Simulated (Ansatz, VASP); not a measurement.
# Two plane-wave programs on BN

The input INCAR:

```
SYSTEM = BN
PREC     = Accurate       ! precision mode
ENCUT    = 600            ! plane-wave cutoff, eV
EDIFF    = 1E-6           ! SCF threshold, eV
ISMEAR   = 0              ! smearing method
SIGMA    = 0.05           ! smearing width, eV
LREAL    = .False.        ! projectors in reciprocal space
LASPH    = .True.         ! aspherical terms in the spheres
NELM     = 120            ! most SCF steps
ALGO     = Normal         ! electronic algorithm
ISIF     = 2              ! what is computed and relaxed
LWAVE    = .False.        ! write WAVECAR
LCHARG   = .False.        ! write CHGCAR
GGA      = PE             ! functional
IVDW     = 12             ! dispersion correction
NBANDS   = 11             ! bands
GGA_COMPAT= .False.
```

Contents of KPOINTS:

```
regular mesh
0
Gamma
  12 12 12
  0 0 0
```

The input POSCAR:

```
BN
1.0
    0.0000000000      3.4953158300      2.1660912400
    1.2516321000      0.0000000000      2.1660912400
    1.2516321000      3.4953158300      0.0000000000
B N
1 1
Direct
    0.0000486500      0.0000486500      0.9999513500
    0.6022794746      0.7310232054      0.2689767946
```

Input for Ansatz:

```yaml
crystal:
  lattice:
    - [0.0, 3.49531583, 2.16609124]
    - [1.2516321, 0.0, 2.16609124]
    - [1.2516321, 3.49531583, 0.0]
  atoms:
    - { symbol: B, position: [4.865e-05, 4.865e-05, 0.99995135] }
    - { symbol: "N", position: [0.6022794746, 0.7310232054, 0.2689767946] }
basis:
  ecutwfc: 420
kpoints:
  mp_grid: { grid: [12, 12, 12] }
hamiltonian:
  xc: pbe
  dispersion: d3bj
scf:
  occupations: { method: gaussian, width: 0.05 }
output:
  forces: true
  stress: true
  eigenvalues: true
```

Alike in both runs: task single point; functional PBE; dispersion D3(BJ); k mesh 12 × 12 × 12; occupations gaussian, width 0.05 eV; no spin polarisation.

```csv
,VASP,Ansatz
version,VASP 6.6.1,Ansatz 0.2.0
potentials or method,"VASP PAW PBE potentials, release 64 (B, N), cutoff 600 eV","scalar-relativistic, plane waves, PAW"
valence electrons in the cell,8,8
```

VASP gave:

```
gap on the k mesh at the Fermi level (eV)                     : 2.41
least direct gap on the mesh (eV)                             : 2.41
pressure (GPa)                                                : -10.5
traceless stress, the component that is largest in VASP (GPa) : -17.94
rms of the force components (eV/Å)                            : 3.465
```

Problem. Which values does Ansatz return?

Solution. gap on the k mesh at the Fermi level (eV): 2.41; least direct gap on the mesh (eV): 2.41; pressure (GPa): -10.5; traceless stress, the component that is largest in VASP (GPa): -17.71; rms of the force components (eV/Å): 3.468.

Atom by atom the forces differ by 0.003 eV/Å (rms over components).
